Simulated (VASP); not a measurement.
A run of VASP 6.6.1 is set up as follows.

INCAR

```
SYSTEM = Mo12H
ALGO     = Normal         ! electronic algorithm
DIPOL    = 0.5 0.5 0.323
EDIFF    = 1E-6           ! SCF threshold, eV
ENCUT    = 520            ! plane-wave cutoff, eV
GGA      = PE             ! functional
IDIPOL   = 3            
ISIF     = 2              ! what is computed and relaxed
ISMEAR   = 0              ! smearing method
LASPH    = .TRUE.         ! aspherical terms in the spheres
LCHARG   = .TRUE.         ! write CHGCAR
LDIPOL   = .TRUE.       
LELF     = .TRUE.         ! ELF
LREAL    = .FALSE.        ! projectors in reciprocal space
LVACPOTAV= .TRUE.       
LVHAR    = .TRUE.       
LWAVE    = .FALSE.        ! write WAVECAR
NBANDS   = 96             ! bands
NELM     = 80             ! most SCF steps
PREC     = Accurate       ! precision mode
SIGMA    = 0.1            ! smearing width, eV
```

File KPOINTS:

```
k-points
0
G
  5 5 1
  0 0 0
```

POSCAR

```
Mo12H
1.0
    5.4740909337      0.0000000000      0.0000000000
   -1.8246969779      5.1610224267      0.0000000000
    0.0000000000      0.0000000000     19.8082441144
Mo H
12 1
Direct
    0.2500000000      0.2500000000      0.2019361220
    0.2500000000      0.7500000000      0.2019361220
    0.7500000000      0.2500000000      0.2019361220
    0.7500000000      0.7500000000      0.2019361220
    0.0000000000      0.0000000000      0.3106875863
    0.0000000000      0.5000000000      0.3106875863
    0.5000000000      0.0000000000      0.3106875863
    0.5000000000      0.5000000000      0.3106875863
    0.2500000000      0.2500000000      0.4194336493
    0.2500000000      0.7500000000      0.4194336493
    0.7500000000      0.2500000000      0.4194336493
    0.7500000000      0.7500000000      0.4194336493
    0.4166666667      0.5833333333      0.4760441858
```

Potentials or basis: VASP PAW PBE potentials, release 64 (Mo_sv, H).

Command:

```console
$ cat potpaw_PBE.64/Mo_sv/POTCAR potpaw_PBE.64/H/POTCAR > POTCAR
$ mpirun -np 1 vasp_std > vasp.out
```

(1) Predict the largest force.

Answers

(1) 0.375 eV/Å.
